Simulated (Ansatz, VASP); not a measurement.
## One calculation of Si, two programs

```xyz
8
Lattice="6.9197 -1.9253 0.0000 6.9197 1.9253 0.0000 -0.7475 0.0000 6.2911" Properties=species:S:1:pos:R:3 pbc="T T T"
Si    0.1164    0.0000    5.4989
Si   12.9755    0.0000    0.7922
Si    7.2478    0.0000    4.1115
Si    5.8441    0.0000    2.1796
Si    2.9026    0.0000    0.3605
Si   10.1893    0.0000    5.9306
Si    9.6248    0.0000    3.6833
Si    3.4671    0.0000    2.6079
```

Alike in both runs: task single point; functional HSE06; k mesh 4 × 4 × 2; no spin polarisation.

```csv
,VASP,Ansatz
version,VASP 6.6.1,Ansatz 0.2.0
potentials or method,"VASP PAW PBE potentials, release 64 (Si)","plane waves, PAW"
plane-wave cutoff (eV),520,420
occupations,"gaussian, width 0.01 eV",fixed
valence electrons in the cell,32,32
```

|  | VASP | Ansatz | Ansatz less VASP |
| --- | --- | --- | --- |
| gap on the k mesh at the Fermi level (eV) | 0.82 | 0.81 | -0.011 |
| pressure (GPa) | -0.5 | -0.2 | +0.32 |
| traceless stress, the component that is largest in VASP (GPa) | 0.58 | 0.58 | -0.002 |
| rms of the force components (eV/Å) | 0.032 | 0.029 | -0.0031 |

Atom by atom the forces differ by 0.006 eV/Å (rms over components). Ansatz's warnings: stress exchange threshold loose, stress scf threshold loose.

The k mesh is coarse, so the values compare programs but aren't converged.
